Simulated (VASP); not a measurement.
# FeGe (P2_13) in VASP: a series of runs

Runs on FeGe. Level: PBE. Tasks: single point.

Everything below comes from runs of VASP 6.6.1. Logs are shortened: lines on timing, memory, paths and dates and some standing lists are left out, and cuts for length are marked.

## Step 1: The cell of the first run

It takes space group P2_13 (No. 198, cubic). The conventional cell has a = 4.652 Å, b = 4.652 Å, c = 4.652 Å, α = 90.00°, β = 90.00°, γ = 90.00°. Fe (site symmetry 3) has 7 Ge at 2.37 to 2.65 Å and 6 Fe at 2.85 Å within 3.1 Å. Within 3.1 Å of Ge (site symmetry 3) lie 7 Fe at 2.37 to 2.65 Å and 6 Ge at 2.89 Å.

## Step 2: Single point, PBE (12.58 Å³/atom)

INCAR reads:

```
ALGO = Normal
EDIFF = 1E-6
ENCUT = 520
GGA = PE
ISIF = 2
ISMEAR = 0
LASPH = T
LCHARG = F
LREAL = F
LWAVE = F
NBANDS = 54
NELM = 100
PREC = Accurate
SIGMA = 0.03
```

KPOINTS reads:

```
k-points
0
Gamma
  10 10 10
```

POSCAR reads:

```
FeGe
1.0
    4.6520270573      0.0000000000      0.0000000000
    0.0000000000      4.6520270573      0.0000000000
    0.0000000000      0.0000000000      4.6520270573
Fe Ge
4 4
Direct
    0.1325012875      0.1325012875      0.1325012875
    0.3674987125      0.8674987125      0.6325012875
    0.6325012875      0.3674987125      0.8674987125
    0.8674987125      0.6325012875      0.3674987125
    0.8378904654      0.8378904654      0.8378904654
    0.6621095346      0.1621095346      0.3378904654
    0.3378904654      0.6621095346      0.1621095346
    0.1621095346      0.3378904654      0.6621095346
```

Potentials or basis: VASP PAW PBE potentials, release 64 (Fe, Ge_d).

Started as:

```
cat potpaw_PBE.64/Fe/POTCAR potpaw_PBE.64/Ge_d/POTCAR > POTCAR
mpirun -np 1 vasp_std > vasp.out
```

OUTCAR:

```text
EDIFF = 1E-6
   ENCUT = 520
   GGA = PE
   ISIF = 2
   ISMEAR = 0
   LASPH = T
   LREAL = F
   NELM = 100
   PREC = Accurate

 ion  position               nearest neighbor table
   1  0.133  0.133  0.133-   5 2.37   6 2.39   7 2.39   8 2.39   7 2.65   8 2.65   6 2.65   3 2.85
                             4 2.85   2 2.85   2 2.85   4 2.85   3 2.85
   2  0.367  0.867  0.633-   6 2.37   5 2.39   7 2.39   8 2.39   7 2.65   8 2.65   5 2.65   1 2.85
                             1 2.85   3 2.85   3 2.85   4 2.85   4 2.85
   3  0.633  0.367  0.867-   7 2.37   8 2.39   5 2.39   6 2.39   8 2.65   6 2.65   5 2.65   1 2.85
                             4 2.85   2 2.85   2 2.85   4 2.85   1 2.85
   4  0.867  0.633  0.367-   8 2.37   7 2.39   5 2.39   6 2.39   6 2.65   5 2.65   7 2.65   1 2.85
                             3 2.85   2 2.85   1 2.85   2 2.85   3 2.85
   5  0.838  0.838  0.838-   1 2.37   2 2.39   3 2.39   4 2.39   3 2.65   4 2.65   2 2.65   6 2.89
                             7 2.89   8 2.89   6 2.89   8 2.89   7 2.89
   6  0.662  0.162  0.338-   2 2.37   1 2.39   3 2.39   4 2.39   3 2.65   4 2.65   1 2.65   8 2.89
                             5 2.89   5 2.89   7 2.89   7 2.89   8 2.89
   7  0.338  0.662  0.162-   3 2.37   4 2.39   1 2.39   2 2.39   4 2.65   2 2.65   1 2.65   8 2.89
                             5 2.89   8 2.89   6 2.89   6 2.89   5 2.89
   8  0.162  0.338  0.662-   4 2.37   3 2.39   1 2.39   2 2.39   2 2.65   1 2.65   3 2.65   7 2.89
                             5 2.89   7 2.89   5 2.89   6 2.89   6 2.89

  LATTYP: Found a simple cubic cell.
 ALAT       =     4.6520270573

  Lattice vectors:

 A1 = (   4.6520270573,   0.0000000000,   0.0000000000)
 A2 = (   0.0000000000,   4.6520270573,   0.0000000000)
 A3 = (   0.0000000000,   0.0000000000,   4.6520270573)

Analysis of symmetry for initial positions (statically):
=====================================================================
 Subroutine PRICEL returns:
 Original cell was already a primitive cell.

 Routine SETGRP: Setting up the symmetry group for a
 simple cubic supercell.

 Subroutine GETGRP returns: Found 12 space group operations
 (whereof  3 operations were pure point group operations)
 out of a pool of 48 trial point group operations.

The static configuration has the point symmetry C_3 .
 The point group associated with its full space group is T   .

Analysis of symmetry for dynamics (positions and initial velocities):
=====================================================================
 Subroutine PRICEL returns:
 Original cell was already a primitive cell.

 Routine SETGRP: Setting up the symmetry group for a
 simple cubic supercell.

 Subroutine GETGRP returns: Found 12 space group operations
 (whereof  3 operations were pure point group operations)
 out of a pool of 48 trial point group operations.

The dynamic configuration has the point symmetry C_3 .
 The point group associated with its full space group is T   .

 Subroutine INISYM returns: Found 12 space group operations
 (whereof  3 operations are pure point group operations),
 and found     1 'primitive' translations

----------------------------------------------------------------------------------------

                                     Primitive cell

  volume of cell :     100.6762

  direct lattice vectors                    reciprocal lattice vectors
     4.652027057  0.000000000  0.000000000     0.214960057  0.000000000  0.000000000
     0.000000000  4.652027057  0.000000000     0.000000000  0.214960057  0.000000000
     0.000000000  0.000000000  4.652027057     0.000000000  0.000000000  0.214960057

  length of vectors
     4.652027057  4.652027057  4.652027057     0.214960057  0.214960057  0.214960057

  position of ions in fractional coordinates (direct lattice)
     0.132501287  0.132501287  0.132501287
     0.367498713  0.867498713  0.632501287
     0.632501287  0.367498713  0.867498713
     0.867498713  0.632501287  0.367498713
     0.837890465  0.837890465  0.837890465
     0.662109535  0.162109535  0.337890465
     0.337890465  0.662109535  0.162109535
     0.162109535  0.337890465  0.662109535

  ion indices of the primitive-cell ions
   primitive index   ion index
                 1           1
                 2           2
                 3           3
                 4           4
                 5           5
                 6           6
                 7           7
                 8           8

----------------------------------------------------------------------------------------

 KPOINTS: k-points

Automatic generation of k-mesh.
 Grid dimensions read from file:
 generate k-points for:   10   10   10

 Generating k-lattice:

  Cartesian coordinates                     Fractional coordinates (reciprocal lattice)
     0.021496006  0.000000000  0.000000000     0.100000000  0.000000000  0.000000000
     0.000000000  0.021496006  0.000000000     0.000000000  0.100000000  0.000000000
     0.000000000  0.000000000  0.021496006     0.000000000  0.000000000  0.100000000

  Length of vectors
     0.021496006  0.021496006  0.021496006

  Shift w.r.t. Gamma in fractional coordinates (k-lattice)
     0.000000000  0.000000000  0.000000000

 Subroutine IBZKPT returns following result:
 ===========================================

 Found     76 irreducible k-points:

 Following reciprocal coordinates:
            Coordinates               Weight
  0.000000  0.000000  0.000000      1.000000
  0.100000  0.000000  0.000000      6.000000
  0.200000  0.000000  0.000000      6.000000
  0.300000  0.000000  0.000000      6.000000
  0.400000  0.000000  0.000000      6.000000
  0.500000  0.000000  0.000000      3.000000
[... 16 lines left out ...]
  0.300000  0.300000  0.000000     12.000000
  0.400000  0.300000  0.000000     12.000000
 [... further k-points ...]
   k-points           NKPTS =     76   k-points in BZ     NKDIM =     76   number of bands    NBANDS=     54
   number of dos      NEDOS =    301   number of ions     NIONS =      8
   total plane-waves  NPLWV =  46656
   dimension x,y,z NGX =    36 NGY =   36 NGZ =   36
   dimension x,y,z NGXF=    72 NGYF=   72 NGZF=   72
   ions per type =               4   4
   NGX,Y,Z   is equivalent  to a cutoff of  12.87, 12.87, 12.87 a.u.
   NGXF,Y,Z  is equivalent  to a cutoff of  25.73, 25.73, 25.73 a.u.
 SYSTEM =  unknown system
   PREC   = accura    normal or accurate (medium, high low for compatibility)
   ISTART =      0    job   : 0-new  1-cont  2-samecut
   ICHARG =      2    charge: 1-file 2-atom 10-const
   ISPIN  =      1    spin polarized calculation?
   LNONCOLLINEAR =      F non collinear calculations
   LSORBIT =      F    spin-orbit coupling
   LASPH  =      T    aspherical Exc in radial PAW
   ENCUT  =  520.0 eV  38.22 Ry    6.18 a.u.   8.65  8.65  8.65*2*pi/ulx,y,z
   NELM   =    100;   NELMIN=  2; NELMDL= -5     # of ELM steps
   EDIFF  = 0.1E-05   stopping-criterion for ELM
   LREAL  =      F    real-space projection
   EDIFFG = 0.1E-04   stopping-criterion for IOM
   NSW    =      0    number of steps for IOM
   IBRION =     -1    ionic relax: 0-MD 1-quasi-New 2-CG
   NFREE  =      0    steps in history (QN), initial steepest desc. (CG)
   ISIF   =      2    stress and relaxation
   ISYM   =      2    0-nonsym 1-usesym 2-fastsym
   POTIM  = 0.5000    time-step for ionic-motion
   TEBEG  =    0.0;   TEEND  =   0.0 temperature during run
   PSTRESS=    0.0 pullay stress
   NELECT =      88.0000    total number of electrons
   NUPDOWN=      -1.0000    fix difference up-down
   EMIN   =  10.00;   EMAX   =-10.00  energy-range for DOS
   EFERMI =   0.00;   METHOD = LEGACY
   ISMEAR =     0;   SIGMA  =   0.03  broadening in eV -4-tet -1-fermi 0-gaus
   EFERMI_NEDOS =   21; number of points for ismear=-14 and -15
   IALGO  =     38    algorithm
   IMIX   =      4    mixing-type and parameters
     AMIX     =   0.40;   BMIX     =  1.00
     AMIX_MAG =   1.60;   BMIX_MAG =  1.00
  volume/ion in A,a.u.               =      12.58        84.92
  Fermi-wavevector in a.u.,A,eV,Ry     =   1.565285  2.957960 33.335878  2.450118
  Thomas-Fermi vector in A             =   2.667784
   LORBIT       =      0    0 simple, 1 ext, 2 COOP (PROOUT), +10 PAW based schemes
   GGA     = PE    functional components
   LHFCALC =     F    Hartree Fock is set to
   AEXX    =    0.0000 exact exchange contribution
   IVDW    =     0    specifies the selected vdW correction
   LEPSILON=     F    determine dielectric tensor
   LRPA    =     F    only Hartree local field effects (RPA)
 non-spin polarized calculation
 Gauss-broadening in eV      SIGMA  =   0.03
  energy-cutoff  :      520.00
  volume of cell :      100.68
 maximum number of plane-waves:      2800
   NGX = 17   NGY = 17   NGZ = 17

 number of electron      88.0000008 magnetization

 Free energy of the ion-electron system (eV)
  ---------------------------------------------------
  ext. energy  EPLUGINS =         0.00000000
  ---------------------------------------------------
  free energy    TOTEN  =       -51.63185189 eV

  energy without entropy =      -51.63176726  energy(sigma->0) =      -51.63180958

 E-fermi :   8.1502     XC(G=0): -13.0103

 val. band max:        8.0919247948   @ k =   0.3000   0.1000   0.1000
 cond. band min:       8.2048195930   @ k =   0.3000   0.2000   0.0000
 fundamental gap:      0.1128947982
 Fermi energy:         8.1501703538

 k-point     1 :       0.0000    0.0000    0.0000
  band No.  band energies     occupation
      1     -16.4212      2.00000
      2     -16.4212      2.00000
      3     -16.4212      2.00000
      4     -16.3836      2.00000
      5     -16.3836      2.00000
      6     -16.3836      2.00000
[... 46 lines left out ...]
     53      12.1052      0.00000
     54      12.1052      0.00000

 k-point     2 :       0.1000    0.0000    0.0000
  band No.  band energies     occupation
      1     -16.4221      2.00000
      2     -16.4207      2.00000
      3     -16.4206      2.00000
      4     -16.3847      2.00000
      5     -16.3834      2.00000
      6     -16.3798      2.00000
[... 1246 lines left out ...]
 k-point    24 :       0.4000    0.3000    0.0000
  band No.  band energies     occupation
      1     -16.4214      2.00000
      2     -16.4195      2.00000
      3     -16.4071      2.00000
      4     -16.3941      2.00000
      5     -16.3860      2.00000
      6     -16.3777      2.00000
[... 46 lines left out ...]
     53      11.9327      0.00000
     54      12.4853      0.00000

 [... further k-points ...]

------------------------ aborting loop because EDIFF is reached ----------------------------------------

  FORCE on cell =-STRESS in cart. coord.  units (eV):
  Direction    XX          YY          ZZ          XY          YZ          ZX
  --------------------------------------------------------------------------------------
  -------------------------------------------------------------------------------------
  Total       -0.5717593     -0.5717593     -0.5717593     -0.0000000     -0.0000000      0.0000000
  in kB       -9.0990727     -9.0990727     -9.0990727     -0.0000000     -0.0000000      0.0000000
  external PRESSURE =      -9.0990727 kB  Pullay stress =       0.0000000 kB

 VOLUME and BASIS-vectors are now :
 -----------------------------------------------------------------------------
  energy-cutoff  :      520.00
  volume of cell :      100.68
      direct lattice vectors                 reciprocal lattice vectors
     4.652027057  0.000000000  0.000000000     0.214960057  0.000000000  0.000000000
     0.000000000  4.652027057  0.000000000     0.000000000  0.214960057  0.000000000
     0.000000000  0.000000000  4.652027057     0.000000000  0.000000000  0.214960057

 POSITION                                       TOTAL-FORCE (eV/Angst)
 -----------------------------------------------------------------------------------
      0.61640      0.61640      0.61640         0.016229      0.016229      0.016229
      1.70961      4.03563      2.94241        -0.016229     -0.016229      0.016229
      2.94241      1.70961      4.03563         0.016229     -0.016229     -0.016229
      4.03563      2.94241      1.70961        -0.016229      0.016229     -0.016229
      3.89789      3.89789      3.89789         0.000245      0.000245      0.000245
      3.08015      0.75414      1.57188        -0.000245     -0.000245      0.000245
      1.57188      3.08015      0.75414         0.000245     -0.000245     -0.000245
      0.75414      1.57188      3.08015        -0.000245      0.000245     -0.000245
 -----------------------------------------------------------------------------------
    total drift:                                0.000000      0.000000      0.000000

  FREE ENERGIE OF THE ION-ELECTRON SYSTEM (eV)
  ---------------------------------------------------
  free  energy   TOTEN  =       -51.6318518944 eV

  energy  without entropy=      -51.6317672592  energy(sigma->0) =      -51.63180958
```

It took 2.8 min on 1 thread of AMD EPYC 9R45 (Zen 5), shared host; peak memory 0.4 GiB.

What came out:

- Free energy: -51.6319 eV
- Pressure: -0.9 GPa
- Largest force: 0.028 eV/Å
- Band gap on the k mesh: 0.11 eV (least direct gap 0.14 eV)

Forces in eV/Å, atoms in the order of the input:
```
Fe   0.016  0.016  0.016
Fe  -0.016 -0.016  0.016
Fe   0.016 -0.016 -0.016
Fe  -0.016  0.016 -0.016
Ge   0.000  0.000  0.000
Ge   0.000  0.000  0.000
Ge   0.000  0.000  0.000
Ge   0.000  0.000  0.000
```

## Step 3: Single point, PBE (12.97 Å³/atom)

This run uses another cell than the first one, of 12.97 Å³/atom.

INCAR reads:

```
SYSTEM = FeGe
  PREC = Accurate
  ENCUT = 520
  EDIFF = 1E-6
  ISMEAR = 0
  SIGMA = 0.03
  LREAL = .FALSE.
  LASPH = .TRUE.
  NELM = 80
  ALGO = Normal
  ISIF = 2
  LWAVE = .FALSE.
  LCHARG = .TRUE.
  GGA = PE
  LELF = .TRUE.
  LVHAR = .TRUE.
  NBANDS = 54
```

KPOINTS reads:

```
regular mesh
0
G
  10 10 10
  0 0 0
```

POSCAR reads:

```
FeGe
1.0
    4.6995000000      0.0000000000      0.0000000000
    0.0000000000      4.6995000000      0.0000000000
    0.0000000000      0.0000000000      4.6995000000
Fe Ge
4 4
Direct
    0.1304602293      0.1304602293      0.1304602293
    0.3695397707      0.8695397707      0.6304602293
    0.6304602293      0.3695397707      0.8695397707
    0.8695397707      0.6304602293      0.3695397707
    0.8370472021      0.8370472021      0.8370472021
    0.6629527979      0.1629527979      0.3370472021
    0.3370472021      0.6629527979      0.1629527979
    0.1629527979      0.3370472021      0.6629527979
```

Potentials or basis: VASP PAW PBE potentials, release 64 (Fe, Ge_d).

Started as:

```
cat potpaw_PBE.64/Fe/POTCAR potpaw_PBE.64/Ge_d/POTCAR > POTCAR
mpirun -np 1 vasp_std > vasp.out
```

Wall time 2.9 min (1 thread of AMD EPYC 9R45 (Zen 5), shared host); peak memory 0.4 GiB.

It converged, with:

| Item | Value |
| --- | --- |
| Free energy | -51.5683 eV |
| Pressure | -5.6 GPa |
| Largest force | 0.027 eV/Å |
| Band gap on the k mesh | 0.11 eV (least direct gap 0.13 eV) |

Forces on the atoms (eV/Å):
```
Fe   0.015  0.015  0.015
Fe  -0.015 -0.015  0.015
Fe   0.015 -0.015 -0.015
Fe  -0.015  0.015 -0.015
Ge   0.001  0.001  0.001
Ge  -0.001 -0.001  0.001
Ge   0.001 -0.001 -0.001
Ge  -0.001  0.001 -0.001
```

Levels at points of the mesh, in eV from the valence-band top:
| k point | band 40 | band 41 | band 42 | band 43 | band 44 | band 45 | band 46 | band 47 | band 48 | band 49 |
| --- | --- | --- | --- | --- | --- | --- | --- | --- | --- | --- |
| (0.00, 0.00, 0.00) | -0.22 | -0.22 | -0.22 | -0.04 | -0.04 | 0.42 | 0.42 | 0.42 | 2.18 | 2.18 |
| (0.50, 0.00, 0.00) | -0.96 | -0.30 | -0.30 | -0.01 | -0.01 | 0.14 | 0.14 | 1.41 | 1.41 | 1.55 |
| (0.50, 0.50, 0.00) | -0.94 | -0.83 | -0.83 | -0.27 | -0.27 | 0.53 | 0.53 | 0.90 | 0.90 | 1.92 |
| (0.50, 0.50, 0.50) | -0.55 | -0.47 | -0.47 | -0.47 | -0.47 | 0.36 | 0.36 | 0.36 | 0.36 | 4.49 |

Caveat: the cell stands under tension. Spin polarisation is off, so any magnetic state and its effect on volume and gap are missing.
